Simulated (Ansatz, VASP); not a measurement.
Two plane-wave programs on NaF

```
CELL_PARAMETERS angstrom
0.00000 2.35030 2.35030
2.35030 0.00000 2.35030
2.35030 2.35030 0.00000
ATOMIC_POSITIONS crystal
Na 0.00000 0.00000 0.00000
F 0.50000 0.50000 0.50000
```

Alike in both runs: task single point; functional PBE; k mesh 8 × 8 × 8; no spin polarisation.

```csv
,VASP,Ansatz
version,VASP 6.6.1,Ansatz 0.2.0
potentials or method,"VASP PAW PBE potentials, release 64 (Na_pv, F)","plane waves, PAW"
plane-wave cutoff (eV),520,420
occupations,"gaussian, width 0.01 eV",fixed
valence electrons in the cell,14,16
```

Ansatz gave:

| Property | Result |
| --- | --- |
| gap on the k mesh at the Fermi level (eV) | 6.09 |
| pressure (GPa) | 0.0 |

Which values does VASP return?

gap on the k mesh at the Fermi level (eV): 6.07; pressure (GPa): -0.1.

VASP's potentials hold 14 valence electrons a cell and Ansatz's 16, so a difference there can come from the potentials and not from the codes.
